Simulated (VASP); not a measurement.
A run of VASP 6.6.1:

File INCAR:

```
ALGO = Normal
EDIFF = 1E-6
ENCUT = 500
GGA = PE
GGA_COMPAT = False
ISIF = 2
ISMEAR = 0
LASPH = True
LCHARG = False
LREAL = False
LWAVE = False
NBANDS = 30
NELM = 120
PREC = Accurate
SIGMA = 0.02
```

The input KPOINTS:

```
k-points
0
Gamma
  6 6 6
```

File POSCAR:

```
CsPbCl3
1.0
    5.7352729408      0.0000000000      0.0000000000
    0.0000000000      5.7352729408      0.0000000000
    0.0000000000      0.0000000000      5.7352729408
Cs Pb Cl
1 1 3
Direct
    0.0000000000      0.0000000000      0.0000000000
    0.5000000000      0.5000000000      0.5000000000
    0.5000000000      0.5000000000      0.0000000000
    0.0000000000      0.5000000000      0.5000000000
    0.5000000000      0.0000000000      0.5000000000
```

Potentials or basis: VASP PAW PBE potentials, release 64 (Cs_sv, Pb_d, Cl).

The run is started by

```bash
$ cat potpaw_PBE.64/Cs_sv/POTCAR potpaw_PBE.64/Pb_d/POTCAR potpaw_PBE.64/Cl/POTCAR > POTCAR
$ mpirun -np 1 vasp_std > vasp.out
```

Hardware: 1 thread of Intel(R) Xeon(R) 6975P-C (Granite Rapids), with other jobs on the host.

Task: Estimate the wall time of this run.

Result: It took 45 s on 1 thread of Intel(R) Xeon(R) 6975P-C (Granite Rapids), with other jobs on the host, peak memory 0.31 GiB. Counts: scf iterations 13, k points 20.
